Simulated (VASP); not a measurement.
# Al2O3 in VASP: single point with PBEsol

Aim: the single point of Al2O3 with PBEsol.

Program: VASP 6.6.1. These are calculated values, not measurements. Logs are shortened: lines on timing, memory, paths and dates and some standing lists are left out, and cuts for length are marked.

### Step 1. The cell of the first run

The cell holds an amorphous packing of atoms, 120 atoms: a = 10.312 Å, b = 10.312 Å, c = 14.055 Å, α = 90.00°, β = 90.00°, γ = 120.00°.

### Step 2. Single point, PBEsol

Contents of INCAR:

```
ALGO     = Normal         # electronic algorithm
EDIFF    = 1E-6           # SCF threshold, eV
ENCUT    = 520            # plane-wave cutoff, eV
GGA      = PS             # functional
ISIF     = 2              # what is computed and relaxed
ISMEAR   = -1             # smearing method
LASPH    = T              # aspherical terms in the spheres
LCHARG   = F              # write CHGCAR
LREAL    = Auto         
LWAVE    = F              # write WAVECAR
NBANDS   = 354            # bands
NELM     = 60             # most SCF steps
PREC     = Accurate       # precision mode
SIGMA    = 0.05           # smearing width, eV
```

Contents of KPOINTS:

```
k-points
0
Gamma
  1 1 1
```

Contents of POSCAR:

```
Al2O3
1.0
   10.3116910000      0.0000000000      0.0000000000
   -5.1558450000      8.9301860000      0.0000000000
    0.0000000000      0.0000000000     14.0546630000
Al O
48 72
Direct
    0.3061210000      0.2137140000      0.2410350000
    0.3111020000      0.7188880000      0.1468680000
    0.9456980000      0.4531910000      0.1322070000
    0.7987440000      0.7779040000      0.1995020000
    0.1583950000      0.3776300000      0.9741940000
    0.1374710000      0.9078170000      0.8945530000
[... 112 lines left out ...]
    0.6575100000      0.5251320000      0.9382240000
    0.5438630000      0.9620850000      0.8730280000
```

Potentials or basis: VASP PAW PBE potentials, release 64 (Al, O).

Run with:

```console
> cat potpaw_PBE.64/Al/POTCAR potpaw_PBE.64/O/POTCAR > POTCAR
> mpirun -np 1 vasp_gam > vasp.out
```

OUTCAR:

```text
EDIFF = 1E-6
   ENCUT = 520
   GGA = PS
   ISIF = 2
   ISMEAR = -1
   LASPH = T
   LREAL = Auto
   NELM = 60
   PREC = Accurate

 ion  position               nearest neighbor table
   1  0.306  0.214  0.241-  78 1.79  49 1.82  73 1.84  61 1.86  59 2.05   9 2.74  41 2.91  23 3.08
                            20 3.09  38 3.15  10 3.19  40 3.31
   2  0.311  0.719  0.147-  54 1.87  62 1.87  90 1.88  60 1.92  91 1.97  50 2.55  12 2.93  22 3.07
                            10 3.11  20 3.12  23 3.14   8 3.18   9 3.19  42 3.22
   3  0.946  0.453  0.132-  67 1.81  57 1.85  91 1.86  81 1.88  63 1.95  18 2.69  22 2.69  11 2.76
                             9 3.24   7 3.31
   4  0.799  0.778  0.200-  52 1.75  56 1.82  58 1.91  64 1.97  68 2.14  20 2.91   8 2.97  17 3.13
                            40 3.25  11 3.25  19 3.31  16 3.32  10 3.35
   5  0.158  0.378  0.974-  65 1.79  81 1.84 105 1.87 108 1.87 117 1.89  22 2.74  41 2.82  43 2.85
                            32 2.85  45 3.04  21 3.25  24 3.28
   6  0.137  0.908  0.895- 106 1.79  66 1.81 118 1.87  83 1.88  92 1.94  21 2.89  22 3.13  46 3.20
                            33 3.26  10 3.26  45 3.30  30 3.33  42 3.34
   7  0.656  0.365  0.991-  67 1.74 107 1.79  53 1.79 119 1.80  31 2.59  89 2.66  24 2.98  43 3.02
                            41 3.03  11 3.11  44 3.24   3 3.31
   8  0.650  0.901  0.078-  51 1.81  68 1.84  90 1.87  55 1.87  64 2.14   4 2.97  48 2.99  21 3.12
                             2 3.18  19 3.19  42 3.23  24 3.23  17 3.30  23 3.31
   9  0.189  0.401  0.246-  73 1.83  61 1.86  54 1.92  50 1.94  57 2.04  77 2.13  18 2.64   1 2.74
[... 94 lines left out ...]
  64  0.868  0.970  0.134-  17 1.82   4 1.97  21 2.06   8 2.14
  65  0.131  0.207  0.026-   5 1.79  21 1.83  41 1.87
  66  0.214  0.799  0.945-  22 1.79   6 1.81  42 1.82
  67  0.763  0.419  0.094-   7 1.74  11 1.81   3 1.81
  68  0.620  0.712  0.099-   8 1.84  24 1.95  20 1.99   4 2.14
  69  0.241  0.037  0.659-  46 1.75  14 1.82  33 1.82
  70  0.049  0.325  0.569-  26 1.80  25 1.87  13 1.97  39 2.38
  71  0.891  0.053  0.503-  39 1.77  25 1.78  16 1.92
  72  0.696  0.733  0.508-  36 1.75  27 1.83  16 1.89
  73  0.122  0.200  0.234-  17 1.75   9 1.83   1 1.84
  74  0.224  0.826  0.381-  12 1.80  38 1.82  40 1.86
  75  0.839  0.320  0.412-  39 1.76  18 1.78  15 1.78
  76  0.584  0.866  0.429-  19 1.87  27 1.87  16 1.90
  77  0.095  0.342  0.385-  39 1.81  13 1.85  18 2.11   9 2.13
  78  0.251  0.069  0.328-  38 1.77   1 1.79  40 1.83
  79  0.582  0.374  0.446-  15 1.72  37 1.72
  80  0.519  0.033  0.320-  38 1.71  23 1.80  19 1.83
  81  0.001  0.398  0.018-   5 1.84   3 1.88  22 1.96  43 2.13
  82  0.947  0.528  0.891-  30 1.73  22 1.79  43 1.85
  83  0.044  0.023  0.877-  45 1.75   6 1.88  21 1.92
  84  0.524  0.702  0.910-  48 1.81  24 1.87  32 1.94  42 2.07
  85  0.838  0.306  0.757-  26 1.80  43 1.85  47 1.96  30 2.54
  86  0.788  0.778  0.820-  44 1.78  29 1.79  48 1.90
  87  0.272  0.267  0.757-  45 1.74  33 1.77  28 1.85
  88  0.704  0.931  0.744-  35 1.75  29 1.79  48 1.83
  89  0.470  0.422  0.090-  41 1.83  24 1.83  20 1.84   7 2.66
  90  0.447  0.817  0.048-  42 1.84   8 1.87   2 1.88
  91  0.104  0.643  0.104-  22 1.82   3 1.86   2 1.97  10 2.52
  92  0.050  0.892  0.019-  10 1.80  21 1.82   6 1.94
  93  0.483  0.308  0.644-  37 1.82  28 1.95  33 1.99  47 2.04
  94  0.459  0.771  0.621-  27 1.81  35 1.87  34 1.90
  95  0.225  0.230  0.515-  25 1.78  37 1.87  13 1.92
  96  0.054  0.559  0.684-  30 1.76  26 1.78  34 1.87
  97  0.412  0.487  0.552-  28 1.83  13 1.90  27 2.03  37 2.18
  98  0.229  0.801  0.612-  14 1.77  46 1.78  34 1.86
  99  0.765  0.325  0.593-  15 1.79  26 1.79  47 1.81
 100  0.948  0.859  0.417-  40 1.76  36 1.81  16 1.93
 101  0.316  0.612  0.455-  12 1.76  13 1.83  27 1.89
 102  0.405  0.095  0.498-  14 1.71  38 1.72  37 1.91
 103  0.896  0.585  0.491-  36 1.69  15 1.73
 104  0.829  0.080  0.330-  39 1.79  17 1.81  19 2.08  16 2.15
 105  0.348  0.417  0.936-   5 1.87  24 1.89  32 2.04  41 2.16
 106  0.317  0.039  0.848-   6 1.79  33 1.80  31 1.88
 107  0.712  0.244  0.937-  43 1.75   7 1.79  31 1.88
 108  0.039  0.287  0.867-  45 1.75  43 1.80   5 1.87
 109  0.551  0.264  0.804-  47 1.77  31 1.80  33 1.81
 110  0.260  0.492  0.713-  34 1.81  28 1.84  32 1.89
 111  0.931  0.820  0.626-  46 1.79  36 1.82  29 1.83
 112  0.768  0.521  0.736-  30 1.76  44 1.76  47 1.91
 113  0.990  0.083  0.695-  25 1.77  45 1.80  29 1.81
 114  0.360  0.746  0.786-  34 1.85  35 1.85  42 1.98  32 2.04
 115  0.516  0.059  0.681-  14 1.74  35 1.77  47 2.31  33 2.47
 116  0.512  0.548  0.763-  44 1.73  28 1.76  32 1.85
 117  0.238  0.574  0.925-  22 1.81   5 1.89  32 1.92  42 1.97
 118  0.056  0.786  0.787-  46 1.75  30 1.78   6 1.87
 119  0.658  0.525  0.938-  44 1.78   7 1.80  24 1.83
 120  0.544  0.962  0.873-  31 1.84  42 1.86  48 2.06  35 2.16

  LATTYP: Found a hexagonal cell.
 ALAT       =    10.3116910000
 C/A-ratio  =     1.3629833361

  Lattice vectors:

 A1 = (  10.3116910000,   0.0000000000,   0.0000000000)
[... 43 lines left out ...]
    -5.155845000  8.930186000  0.000000000     0.000000000  0.111979750  0.000000000
     0.000000000  0.000000000 14.054663000     0.000000000  0.000000000  0.071150763

  length of vectors
    10.311691000 10.311690437 14.054663000     0.111979744  0.111979750  0.071150763

  position of ions in fractional coordinates (direct lattice)
     0.306121000  0.213714000  0.241035000
     0.311102000  0.718888000  0.146868000
     0.945698000  0.453191000  0.132207000
     0.798744000  0.777904000  0.199502000
     0.158395000  0.377630000  0.974194000
     0.137471000  0.907817000  0.894553000
[... 112 lines left out ...]
     0.657510000  0.525132000  0.938224000
     0.543863000  0.962085000  0.873028000

  ion indices of the primitive-cell ions
   primitive index   ion index
                 1           1
                 2           2
                 3           3
                 4           4
                 5           5
                 6           6
[... 52 lines left out ...]
                59          59
                60          60
   k-points           NKPTS =      1   k-points in BZ     NKDIM =      1   number of bands    NBANDS=    354
   number of dos      NEDOS =    301   number of ions     NIONS =    120
   total plane-waves  NPLWV = 691200
   dimension x,y,z NGX =    80 NGY =   80 NGZ =  108
   dimension x,y,z NGXF=   160 NGYF=  160 NGZF=  216
   ions per type =              48  72
   NGX,Y,Z   is equivalent  to a cutoff of  12.90, 12.90, 12.77 a.u.
   NGXF,Y,Z  is equivalent  to a cutoff of  25.80, 25.80, 25.55 a.u.
 SYSTEM =  unknown system
   PREC   = accura    normal or accurate (medium, high low for compatibility)
   ISTART =      0    job   : 0-new  1-cont  2-samecut
   ICHARG =      2    charge: 1-file 2-atom 10-const
   ISPIN  =      1    spin polarized calculation?
   LNONCOLLINEAR =      F non collinear calculations
   LSORBIT =      F    spin-orbit coupling
   LASPH  =      T    aspherical Exc in radial PAW
   ENCUT  =  520.0 eV  38.22 Ry    6.18 a.u.  19.17 19.17 26.13*2*pi/ulx,y,z
   NELM   =     60;   NELMIN=  2; NELMDL= -5     # of ELM steps
   EDIFF  = 0.1E-05   stopping-criterion for ELM
   LREAL  =      T    real-space projection
   EDIFFG = 0.1E-04   stopping-criterion for IOM
   NSW    =      0    number of steps for IOM
   IBRION =     -1    ionic relax: 0-MD 1-quasi-New 2-CG
   NFREE  =      0    steps in history (QN), initial steepest desc. (CG)
   ISIF   =      2    stress and relaxation
   ISYM   =      2    0-nonsym 1-usesym 2-fastsym
   POTIM  = 0.5000    time-step for ionic-motion
   TEBEG  =    0.0;   TEEND  =   0.0 temperature during run
   PSTRESS=    0.0 pullay stress
   NELECT =     576.0000    total number of electrons
   NUPDOWN=      -1.0000    fix difference up-down
   EMIN   =  10.00;   EMAX   =-10.00  energy-range for DOS
   EFERMI =   0.00;   METHOD = LEGACY
   ISMEAR =    -1;   SIGMA  =   0.05  broadening in eV -4-tet -1-fermi 0-gaus
   EFERMI_NEDOS =   21; number of points for ismear=-14 and -15
   IALGO  =     38    algorithm
   IMIX   =      4    mixing-type and parameters
     AMIX     =   0.40;   BMIX     =  1.00
     AMIX_MAG =   1.60;   BMIX_MAG =  1.00
  volume/ion in A,a.u.               =      10.79        72.78
  Fermi-wavevector in a.u.,A,eV,Ry     =   1.249910  2.361987 21.256039  1.562275
  Thomas-Fermi vector in A             =   2.383929
   LORBIT       =      0    0 simple, 1 ext, 2 COOP (PROOUT), +10 PAW based schemes
   GGA     = PS    functional components
   LHFCALC =     F    Hartree Fock is set to
   AEXX    =    0.0000 exact exchange contribution
   IVDW    =     0    specifies the selected vdW correction
   LEPSILON=     F    determine dielectric tensor
   LRPA    =     F    only Hartree local field effects (RPA)
 non-spin polarized calculation
  energy-cutoff  :      520.00
  volume of cell :     1294.23
 maximum number of plane-waves:     17442
 NGX is ok and might be reduce to    80
   NGX = 39   NGY = 39   NGZ = 53

 number of electron     576.0000003 magnetization

 Free energy of the ion-electron system (eV)
  ---------------------------------------------------
  ext. energy  EPLUGINS =         0.00000000
  ---------------------------------------------------
  free energy    TOTEN  =      -916.20540233 eV

  energy without entropy =     -916.20540233  energy(sigma->0) =     -916.20540233

 E-fermi :   5.3800     XC(G=0): -10.4294

 val. band max:        4.0817439740   @ k =   0.0000   0.0000   0.0000
 cond. band min:       7.4877240214   @ k =   0.0000   0.0000   0.0000
 fundamental gap:      3.4059800474
 Fermi energy:         5.3799809645

 k-point     1 :       0.0000    0.0000    0.0000
  band No.  band energies     occupation
      1     -15.2820      2.00000
      2     -15.0151      2.00000
      3     -14.9502      2.00000
      4     -14.7235      2.00000
      5     -14.6597      2.00000
      6     -14.6483      2.00000
[... 292 lines left out ...]
    299      10.2931      0.00000
    300      10.4406      0.00000
 [bands above 300 left out]

------------------------ aborting loop because EDIFF is reached ----------------------------------------

  FORCE on cell =-STRESS in cart. coord.  units (eV):
  Direction    XX          YY          ZZ          XY          YZ          ZX
  --------------------------------------------------------------------------------------
  -------------------------------------------------------------------------------------
  Total      -15.8156907      7.9467352     13.9866447    -17.9288719      1.5067170     14.1568064
  in kB      -19.5788831      9.8375849     17.3146331    -22.1948755      1.8652259     17.5252832
  external PRESSURE =       2.5244449 kB  Pullay stress =       0.0000000 kB

 VOLUME and BASIS-vectors are now :
 -----------------------------------------------------------------------------
  energy-cutoff  :      520.00
  volume of cell :     1294.23
      direct lattice vectors                 reciprocal lattice vectors
    10.311691000  0.000000000  0.000000000     0.096977305  0.055989870  0.000000000
    -5.155845000  8.930186000  0.000000000     0.000000000  0.111979750  0.000000000
     0.000000000  0.000000000 14.054663000     0.000000000  0.000000000  0.071150763

 POSITION                                       TOTAL-FORCE (eV/Angst)
 -----------------------------------------------------------------------------------
      2.05475      1.90851      3.38767         0.018980      0.001397      0.011711
     -0.49849      6.41980      2.06418        -0.009739      0.003918     -0.005559
      7.41516      4.04708      1.85812        -0.002418     -0.001960     -0.010704
      4.22565      6.94683      2.80393         0.033474     -0.007613     -0.030447
     -0.31368      3.37231     13.69197        -0.009685      0.007033     -0.000959
     -3.26301      8.10697     12.57264        -0.031215     -0.020965     -0.009493
[... 112 lines left out ...]
      4.07254      4.68953     13.18642         0.004251     -0.019464      0.001847
      0.64779      8.59160     12.27011         0.009762     -0.007307     -0.011681
 -----------------------------------------------------------------------------------
    total drift:                                0.005373     -0.023283     -0.020472

  FREE ENERGIE OF THE ION-ELECTRON SYSTEM (eV)
  ---------------------------------------------------
  free  energy   TOTEN  =      -916.2054023297 eV

  energy  without entropy=     -916.2054023297  energy(sigma->0) =     -916.20540233
```

Wall time 36 min (1 thread of AMD EPYC, shared host); peak memory 1.2 GiB.

What came out:

```
Free energy            : -916.2054 eV
Pressure               : 0.3 GPa
Largest force          : 0.064 eV/Å
Band gap on the k mesh : 3.41 eV
```

Forces on the atoms (eV/Å):
```
Al   0.019  0.001  0.012
Al  -0.010  0.004 -0.006
Al  -0.002 -0.002 -0.011
Al   0.033 -0.008 -0.030
Al  -0.010  0.007 -0.001
Al  -0.031 -0.021 -0.009
Al  -0.011  0.031 -0.012
Al   0.013  0.021 -0.033
Al  -0.019  0.019  0.002
Al  -0.009 -0.022 -0.005
Al  -0.013 -0.015 -0.006
Al   0.001  0.030  0.022
Al  -0.013  0.000  0.000
Al   0.007 -0.001 -0.017
Al   0.019 -0.045 -0.004
Al   0.013  0.025 -0.008
Al  -0.026 -0.019 -0.013
Al   0.031 -0.011  0.018
Al   0.010  0.020 -0.005
Al   0.012  0.029  0.009
Al  -0.034  0.001 -0.004
Al  -0.015 -0.001 -0.005
Al  -0.004  0.006 -0.029
Al   0.007  0.034 -0.016
Al   0.014 -0.024  0.038
Al   0.022 -0.010 -0.011
Al   0.005 -0.002  0.017
Al   0.015 -0.019  0.001
Al   0.008  0.004 -0.015
Al  -0.003  0.040 -0.012
Al   0.013 -0.024  0.018
Al  -0.009 -0.005  0.018
Al   0.003  0.002 -0.004
Al  -0.033 -0.007 -0.020
Al   0.015  0.011  0.012
Al  -0.009  0.050  0.040
Al  -0.046 -0.025  0.007
Al  -0.004  0.017  0.011
Al  -0.003  0.005  0.002
Al   0.009  0.007  0.014
Al  -0.004 -0.003 -0.017
Al   0.000 -0.012 -0.013
Al   0.020 -0.015  0.002
Al   0.003  0.015  0.019
Al  -0.024  0.012 -0.003
Al  -0.039 -0.026  0.008
Al   0.002  0.006 -0.007
Al  -0.008  0.016  0.009
O    0.004 -0.014  0.003
O    0.011 -0.016 -0.019
O    0.009  0.003  0.003
O   -0.014  0.016  0.022
O   -0.022 -0.020 -0.001
O   -0.006 -0.010 -0.007
O    0.014  0.010  0.033
O   -0.017  0.022 -0.001
O   -0.001 -0.006 -0.001
O   -0.018 -0.007 -0.010
O   -0.013  0.001  0.007
O    0.011  0.003 -0.017
O    0.005  0.000  0.021
O    0.010  0.000  0.005
O   -0.023  0.008 -0.002
O   -0.004 -0.007 -0.008
O    0.005 -0.015  0.003
O    0.005  0.016  0.000
O    0.016 -0.003  0.017
O    0.001 -0.012  0.010
O   -0.003  0.038  0.003
O    0.010  0.014 -0.021
O   -0.004 -0.041 -0.008
O   -0.032 -0.012  0.009
O    0.021 -0.004  0.006
O   -0.009 -0.016 -0.007
O   -0.026  0.008  0.022
O   -0.023 -0.008  0.003
O    0.000  0.013 -0.011
O   -0.012  0.004 -0.014
O   -0.007  0.014 -0.047
O    0.039 -0.008  0.001
O   -0.004 -0.002  0.009
O    0.006 -0.015  0.029
O    0.012 -0.021  0.022
O   -0.010 -0.007  0.006
O   -0.009  0.005  0.012
O    0.003  0.001  0.016
O    0.002  0.028 -0.012
O   -0.002 -0.002 -0.018
O   -0.002 -0.012  0.019
O    0.002 -0.003  0.007
O    0.009  0.013  0.019
O    0.010 -0.005 -0.009
O    0.002 -0.007  0.001
O    0.001 -0.008 -0.007
O    0.032  0.014 -0.007
O    0.025  0.012 -0.001
O    0.002  0.005 -0.013
O    0.025 -0.030 -0.011
O   -0.007  0.000 -0.031
O   -0.015 -0.002  0.001
O    0.016 -0.004  0.010
O    0.000  0.031 -0.001
O    0.052 -0.013 -0.008
O   -0.011 -0.025 -0.010
O    0.000  0.000  0.003
O    0.011 -0.008  0.003
O   -0.002 -0.019 -0.009
O   -0.012  0.007  0.007
O    0.004  0.017  0.018
O   -0.019 -0.012 -0.011
O   -0.012 -0.007 -0.020
O    0.004 -0.036 -0.024
O    0.014  0.010 -0.009
O    0.000  0.000  0.021
O    0.008  0.043  0.029
O   -0.009  0.008  0.004
O    0.021 -0.003 -0.006
O    0.002  0.010  0.032
O    0.004 -0.019  0.002
O    0.010 -0.007 -0.012
```

Caveat: the k points lie up to 0.70 Å⁻¹ apart; the PAW data sets were made with another functional, which shifts forces and pressure a little.
